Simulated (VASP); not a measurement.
Here is a VASP 6.6.1 calculation.

Contents of INCAR:

```
SYSTEM = Au
ALGO     = Fast           ! electronic algorithm
EDIFF    = 1E-7           ! SCF threshold, eV
ENCUT    = 520            ! plane-wave cutoff, eV
GGA      = PS             ! functional
ISIF     = 2              ! what is computed and relaxed
ISMEAR   = -1             ! smearing method
LASPH    = .True.         ! aspherical terms in the spheres
LCHARG   = .True.         ! write CHGCAR
LELF     = .True.         ! ELF
LREAL    = .False.        ! projectors in reciprocal space
LVHAR    = .True.       
LWAVE    = .False.        ! write WAVECAR
NBANDS   = 12             ! bands
NELM     = 60             ! most SCF steps
PREC     = Accurate       ! precision mode
SIGMA    = 0.05           ! smearing width, eV
```

The input KPOINTS:

```
k-points
0
Gamma
  11 11 11
  0 0 0
```

The input POSCAR:

```
Au
1.0
    0.0000000000      2.0074966285      2.0074966285
    2.0074966285      0.0000000000      2.0074966285
    2.0074966285      2.0074966285      0.0000000000
Au
1
Direct
    0.0000000000      0.0000000000      0.0000000000
```

Potentials or basis: VASP PAW PBE potentials, release 64 (Au).

Command:

```sh
$ cat potpaw_PBE.64/Au/POTCAR > POTCAR
$ mpirun -np 1 vasp_std > vasp.out
```

(1) Estimate the band gap on the k mesh.

(2) Estimate the pressure.

Answers

(1) zero (an odd number of electrons rules out a gap without spin polarisation).

(2) 9.8 GPa.

Caveat: the cell stands under pressure; the PAW data sets were made with another functional, which shifts forces and pressure a little; spin-orbit coupling is left out, which moves the levels of the heavy elements.
